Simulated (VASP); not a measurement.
# NaF (Pm-3m) in VASP: further runs

NaF is run at these levels: PBE, PBE-based screened hybrid with 5 % exact exchange, PBE-based global hybrid with 10 % exact exchange; tasks: single point.

Program: VASP 6.6.1. These are calculated values, not measurements. Logs are shortened: lines on timing, memory, paths and dates and some standing lists are left out, and cuts for length are marked.

## (1) The cell of the first run

Symmetry: Pm-3m, No. 221, cubic system. Conventional cell: a = 2.793 Å, b = 2.793 Å, c = 2.793 Å, α = 90.00°, β = 90.00°, γ = 90.00°. Na (site symmetry m-3m) has 8 F at 2.42 Å and 6 Na at 2.79 Å within 3.2 Å. F (site symmetry m-3m) has 8 Na at 2.42 Å and 6 F at 2.79 Å within 3.2 Å.

## (2) Single point, PBE

Contents of INCAR:

```
SYSTEM = NaF
  PREC = Accurate
  ENCUT = 520
  EDIFF = 1E-6
  ISMEAR = 1
  SIGMA = 0.001
  LREAL = .FALSE.
  LASPH = .TRUE.
  NELM = 60
  ALGO = Normal
  ISIF = 2
  LWAVE = .FALSE.
  LCHARG = .FALSE.
  GGA = PE
  NBANDS = 14
```

Contents of KPOINTS:

```
regular mesh
0
G
  6 6 6
  0 0 0
```

Contents of POSCAR:

```
NaF
1.0
    2.7934852186      0.0000000000      0.0000000000
    0.0000000000      2.7934852186      0.0000000000
    0.0000000000      0.0000000000      2.7934852186
Na F
1 1
Direct
    0.0000000000      0.0000000000      0.0000000000
    0.5000000000      0.5000000000      0.5000000000
```

Potentials or basis: VASP PAW PBE potentials, release 64 (Na_pv, F).

Started as:

```sh
$ cat potpaw_PBE.64/Na_pv/POTCAR potpaw_PBE.64/F/POTCAR > POTCAR
$ mpirun -np 1 vasp_std > vasp.out
```

OUTCAR:

```text
SYSTEM = NaF
   PREC = Accurate
   ENCUT = 520
   EDIFF = 1E-6
   ISMEAR = 1
   LREAL = .FALSE.
   LASPH = .TRUE.
   NELM = 60
   ISIF = 2
   GGA = PE

 ion  position               nearest neighbor table
   1  0.000  0.000  0.000-
   2  0.500  0.500  0.500-

  LATTYP: Found a simple cubic cell.
 ALAT       =     2.7934852186

  Lattice vectors:

 A1 = (   2.7934852186,   0.0000000000,   0.0000000000)
 A2 = (   0.0000000000,   2.7934852186,   0.0000000000)
 A3 = (   0.0000000000,   0.0000000000,   2.7934852186)

Analysis of symmetry for initial positions (statically):
=====================================================================
 Subroutine PRICEL returns:
 Original cell was already a primitive cell.

 Routine SETGRP: Setting up the symmetry group for a
 simple cubic supercell.

 Subroutine GETGRP returns: Found 48 space group operations
 (whereof 48 operations were pure point group operations)
 out of a pool of 48 trial point group operations.

The static configuration has the point symmetry O_h .

Analysis of symmetry for dynamics (positions and initial velocities):
=====================================================================
 Subroutine PRICEL returns:
 Original cell was already a primitive cell.

 Routine SETGRP: Setting up the symmetry group for a
 simple cubic supercell.

 Subroutine GETGRP returns: Found 48 space group operations
 (whereof 48 operations were pure point group operations)
 out of a pool of 48 trial point group operations.

The dynamic configuration has the point symmetry O_h .

 Subroutine INISYM returns: Found 48 space group operations
 (whereof 48 operations are pure point group operations),
 and found     1 'primitive' translations

----------------------------------------------------------------------------------------

                                     Primitive cell

  volume of cell :      21.7991

  direct lattice vectors                    reciprocal lattice vectors
     2.793485219  0.000000000  0.000000000     0.357975762  0.000000000  0.000000000
     0.000000000  2.793485219  0.000000000     0.000000000  0.357975762  0.000000000
     0.000000000  0.000000000  2.793485219     0.000000000  0.000000000  0.357975762

  length of vectors
     2.793485219  2.793485219  2.793485219     0.357975762  0.357975762  0.357975762

  position of ions in fractional coordinates (direct lattice)
     0.000000000  0.000000000  0.000000000
     0.500000000  0.500000000  0.500000000

  ion indices of the primitive-cell ions
   primitive index   ion index
                 1           1
                 2           2

----------------------------------------------------------------------------------------

 KPOINTS: regular mesh

Automatic generation of k-mesh.
 Grid dimensions read from file:
 generate k-points for:    6    6    6

 Generating k-lattice:

  Cartesian coordinates                     Fractional coordinates (reciprocal lattice)
     0.059662627  0.000000000  0.000000000     0.166666667  0.000000000  0.000000000
     0.000000000  0.059662627  0.000000000     0.000000000  0.166666667  0.000000000
     0.000000000  0.000000000  0.059662627     0.000000000  0.000000000  0.166666667

  Length of vectors
     0.059662627  0.059662627  0.059662627

  Shift w.r.t. Gamma in fractional coordinates (k-lattice)
     0.000000000  0.000000000  0.000000000

 Subroutine IBZKPT returns following result:
 ===========================================

 Found     20 irreducible k-points:

 Following reciprocal coordinates:
            Coordinates               Weight
  0.000000  0.000000  0.000000      1.000000
  0.166667  0.000000  0.000000      6.000000
  0.333333  0.000000  0.000000      6.000000
  0.500000  0.000000  0.000000      3.000000
  0.166667  0.166667  0.000000     12.000000
  0.333333  0.166667  0.000000     24.000000
[... 12 lines left out ...]
  0.500000  0.500000  0.333333      6.000000
  0.500000  0.500000  0.500000      1.000000
   k-points           NKPTS =     20   k-points in BZ     NKDIM =     20   number of bands    NBANDS=     14
   number of dos      NEDOS =    301   number of ions     NIONS =      2
   total plane-waves  NPLWV =  13824
   dimension x,y,z NGX =    24 NGY =   24 NGZ =   24
   dimension x,y,z NGXF=    48 NGYF=   48 NGZF=   48
   ions per type =               1   1
   NGX,Y,Z   is equivalent  to a cutoff of  14.28, 14.28, 14.28 a.u.
   NGXF,Y,Z  is equivalent  to a cutoff of  28.57, 28.57, 28.57 a.u.
 SYSTEM =  NaF
   PREC   = accura    normal or accurate (medium, high low for compatibility)
   ISTART =      0    job   : 0-new  1-cont  2-samecut
   ICHARG =      2    charge: 1-file 2-atom 10-const
   ISPIN  =      1    spin polarized calculation?
   LNONCOLLINEAR =      F non collinear calculations
   LSORBIT =      F    spin-orbit coupling
   LASPH  =      T    aspherical Exc in radial PAW
   ENCUT  =  520.0 eV  38.22 Ry    6.18 a.u.   5.19  5.19  5.19*2*pi/ulx,y,z
   NELM   =     60;   NELMIN=  2; NELMDL= -5     # of ELM steps
   EDIFF  = 0.1E-05   stopping-criterion for ELM
   LREAL  =      F    real-space projection
   EDIFFG = 0.1E-04   stopping-criterion for IOM
   NSW    =      0    number of steps for IOM
   IBRION =     -1    ionic relax: 0-MD 1-quasi-New 2-CG
   NFREE  =      0    steps in history (QN), initial steepest desc. (CG)
   ISIF   =      2    stress and relaxation
   ISYM   =      2    0-nonsym 1-usesym 2-fastsym
   POTIM  = 0.5000    time-step for ionic-motion
   TEBEG  =    0.0;   TEEND  =   0.0 temperature during run
   PSTRESS=    0.0 pullay stress
   NELECT =      14.0000    total number of electrons
   NUPDOWN=      -1.0000    fix difference up-down
   EMIN   =  10.00;   EMAX   =-10.00  energy-range for DOS
   EFERMI =   0.00;   METHOD = LEGACY
   ISMEAR =     1;   SIGMA  =   0.00  broadening in eV -4-tet -1-fermi 0-gaus
   EFERMI_NEDOS =   21; number of points for ismear=-14 and -15
   IALGO  =     38    algorithm
   IMIX   =      4    mixing-type and parameters
     AMIX     =   0.40;   BMIX     =  1.00
     AMIX_MAG =   1.60;   BMIX_MAG =  1.00
  volume/ion in A,a.u.               =      10.90        73.55
  Fermi-wavevector in a.u.,A,eV,Ry     =   1.412444  2.669131 27.143583  1.994997
  Thomas-Fermi vector in A             =   2.534192
   LORBIT       =      0    0 simple, 1 ext, 2 COOP (PROOUT), +10 PAW based schemes
   GGA     = PE    functional components
   LHFCALC =     F    Hartree Fock is set to
   AEXX    =    0.0000 exact exchange contribution
   IVDW    =     0    specifies the selected vdW correction
   LEPSILON=     F    determine dielectric tensor
   LRPA    =     F    only Hartree local field effects (RPA)
 non-spin polarized calculation
 Methfessel and Paxton  Order N= 1 SIGMA  =   0.00
  energy-cutoff  :      520.00
  volume of cell :       21.80
 maximum number of plane-waves:       624
 NGX is ok and might be reduce to    24
   NGX = 11   NGY = 11   NGZ = 11

 number of electron      14.0000006 magnetization

 Free energy of the ion-electron system (eV)
  ---------------------------------------------------
  ext. energy  EPLUGINS =         0.00000000
  ---------------------------------------------------
  free energy    TOTEN  =        -8.23025119 eV

  energy without entropy =       -8.23025119  energy(sigma->0) =       -8.23025119

 E-fermi :  -0.4751     XC(G=0):  -9.9292

 val. band max:       -0.6121439811   @ k =   0.5000   0.5000   0.0000
 cond. band min:       5.4991427755   @ k =   0.0000   0.0000   0.0000
 fundamental gap:      6.1112867565
 Fermi energy:        -0.4751332203

 k-point     1 :       0.0000    0.0000    0.0000
  band No.  band energies     occupation
      1     -20.6505      2.00000
      2     -20.6505      2.00000
      3     -20.6505      2.00000
      4     -20.5072      2.00000
      5      -0.9506      2.00000
      6      -0.9506      2.00000
      7      -0.9506      2.00000
      8       5.4991      0.00000
      9      15.1638      0.00000
     10      15.1638      0.00000
     11      23.4084      0.00000
     12      23.4084      0.00000
     13      23.4084      0.00000
     14      30.6845      0.00000

 k-point     2 :       0.1667    0.0000    0.0000
  band No.  band energies     occupation
      1     -20.9957      2.00000
      2     -20.6429      2.00000
      3     -20.6429      2.00000
      4     -20.1422      2.00000
      5      -1.6507      2.00000
      6      -0.9193      2.00000
      7      -0.9193      2.00000
      8       6.3891      0.00000
      9      14.7183      0.00000
     10      15.6914      0.00000
     11      23.3145      0.00000
     12      23.3145      0.00000
     13      24.2519      0.00000
     14      28.4934      0.00000

 k-point     3 :       0.3333    0.0000    0.0000
  band No.  band energies     occupation
      1     -21.2996      2.00000
      2     -20.6276      2.00000
      3     -20.6276      2.00000
      4     -19.7925      2.00000
      5      -2.7857      2.00000
      6      -0.8559      2.00000
      7      -0.8559      2.00000
      8       8.3425      0.00000
      9      13.1426      0.00000
     10      17.2623      0.00000
     11      23.1029      0.00000
     12      23.1029      0.00000
     13      23.7618      0.00000
     14      26.3329      0.00000
[... 256 lines left out ...]
 k-point    19 :       0.5000    0.5000    0.3333
  band No.  band energies     occupation
      1     -20.8516      2.00000
      2     -20.8516      2.00000
      3     -20.7779      2.00000
      4     -19.7856      2.00000
      5      -2.3336      2.00000
      6      -2.3336      2.00000
      7      -1.8942      2.00000
      8      13.0660      0.00000
      9      14.0840      0.00000
     10      14.0840      0.00000
     11      17.8167      0.00000
     12      19.4370      0.00000
     13      19.4370      0.00000
     14      24.1273      0.00000

 k-point    20 :       0.5000    0.5000    0.5000
  band No.  band energies     occupation
      1     -20.8377      2.00000
      2     -20.8377      2.00000
      3     -20.8377      2.00000
      4     -19.7243      2.00000
      5      -2.2748      2.00000
      6      -2.2748      2.00000
      7      -2.2748      2.00000
      8      13.8213      0.00000
      9      13.8213      0.00000
     10      13.8213      0.00000
     11      18.8363      0.00000
     12      18.8363      0.00000
     13      18.8363      0.00000
     14      22.7289      0.00000

------------------------ aborting loop because EDIFF is reached ----------------------------------------

  FORCE on cell =-STRESS in cart. coord.  units (eV):
  Direction    XX          YY          ZZ          XY          YZ          ZX
  --------------------------------------------------------------------------------------
  -------------------------------------------------------------------------------------
  Total        0.5732839      0.5732839      0.5732839      0.0000000      0.0000000      0.0000000
  in kB       42.1348284     42.1348284     42.1348284      0.0000000      0.0000000      0.0000000
  external PRESSURE =      42.1348284 kB  Pullay stress =       0.0000000 kB

 VOLUME and BASIS-vectors are now :
 -----------------------------------------------------------------------------
  energy-cutoff  :      520.00
  volume of cell :       21.80
      direct lattice vectors                 reciprocal lattice vectors
     2.793485219  0.000000000  0.000000000     0.357975762  0.000000000  0.000000000
     0.000000000  2.793485219  0.000000000     0.000000000  0.357975762  0.000000000
     0.000000000  0.000000000  2.793485219     0.000000000  0.000000000  0.357975762

 POSITION                                       TOTAL-FORCE (eV/Angst)
 -----------------------------------------------------------------------------------
      0.00000      0.00000      0.00000         0.000000      0.000000      0.000000
      1.39674      1.39674      1.39674         0.000000      0.000000      0.000000
 -----------------------------------------------------------------------------------
    total drift:                                0.000000      0.000000     -0.000000

  FREE ENERGIE OF THE ION-ELECTRON SYSTEM (eV)
  ---------------------------------------------------
  free  energy   TOTEN  =        -8.2302511892 eV

  energy  without entropy=       -8.2302511892  energy(sigma->0) =       -8.23025119
```

It took 4.3 s on 1 thread of Intel Xeon Platinum 8259CL at 2.50GHz (Skylake/Cascade Lake), shared host; peak memory 0.13 GiB.

What came out:

* Free energy: -8.2303 eV
* Pressure: 4.2 GPa
* Band gap on the k mesh: 6.11 eV (least direct gap 6.45 eV)

Levels at points of the mesh, in eV from the valence-band top:
```csv
k point,band 4,band 5,band 6,band 7,band 8,band 9,band 10,band 11
"(0.00, 0.00, 0.00)",-19.90,-0.34,-0.34,-0.34,6.11,15.78,15.78,24.02
"(0.50, 0.00, 0.00)",-19.04,-2.66,-0.21,-0.21,10.87,11.89,19.98,21.21
"(0.50, 0.50, 0.00)",-19.35,-1.89,-1.89,0.00,11.99,15.30,15.30,15.64
"(0.50, 0.50, 0.50)",-19.11,-1.66,-1.66,-1.66,14.43,14.43,14.43,19.45
```

Caveat: the cell stands under pressure. A k mesh can miss the band edges.

[end of part 1 of 2]
